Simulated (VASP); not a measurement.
# Ba: density of states with PBE

The system is Ba.

```xyz
2
Lattice="3.5651 0.0000 0.0000 -1.7825 3.0875 0.0000 0.0000 0.0000 5.2195" Properties=species:S:1:pos:R:3 pbc="T T T"
Ba    0.0000    2.0583    1.3049
Ba    1.7825    1.0292    3.9147
```

This cell differs from its parent crystal: volume scaled by 0.45.

* Program: VASP 6.6.1
* Task: density of states
* Functional: PBE
* Potentials or basis: VASP PAW PBE potentials, release 64 (Ba_sv)
* Cutoff: 520 eV
* k mesh: 10 × 10 × 6
* Occupations: fermi-dirac, width 0.1 eV
* Spin: no spin polarisation
* Dipole correction: no
* k mesh for the DOS: 15 × 15 × 9
* Occupations for the DOS: tetrahedron
* Further INCAR settings: ALGO = Normal; EDIFF = 1e-07

```yaml
Valence_electrons_inside_the_program's_atomic_spheres: Ba 8.42
```

Levels at points of the mesh, in eV from the Fermi level:
```tsv
k point	band 8	band 9	band 10	band 11	band 12	band 13
(0.00, 0.00, 0.00)	-11.82	-2.20	-1.98	1.67	1.67	3.11
```

Wall time 43 s on 1 thread of Intel(R) Xeon(R) 6975P-C (Granite Rapids), with other jobs on the host, peak memory 0.23 GiB.

Caveat: spin-orbit coupling is left out, which moves the levels of the heavy elements.
